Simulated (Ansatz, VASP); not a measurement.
# One calculation of Pd, two programs

```
Pd
1.0
     0.00000    1.95865    1.95865
     1.95865    0.00000    1.95865
     1.95865    1.95865    0.00000
Pd
1
Direct
  0.00000 0.00000 0.00000
```

Alike in both runs: task single point; functional PBE; k mesh 8 × 8 × 8; occupations gaussian, width 0.1 eV; no spin polarisation.

|  | VASP | Ansatz |
| --- | --- | --- |
| version | VASP 6.6.1 | Ansatz 0.2.0 |
| potentials or method | VASP PAW PBE potentials, release 64 (Pd), cutoff 520 eV | scalar-relativistic, plane waves, PAW |
| valence electrons in the cell | 10 | 18 |

|  | VASP | Ansatz | Ansatz less VASP |
| --- | --- | --- | --- |
| gap on the k mesh at the Fermi level (eV) | none | none | - |
| pressure (GPa) | 3.9 | 4.2 | +0.31 |

A gap of «none» marks a metal or a gap that the smearing closes. With one functional, cell and mesh, what is left measures potentials, basis and numerics. VASP's potentials hold 10 valence electrons a cell and Ansatz's 18, so a difference there can come from the potentials and not from the codes.
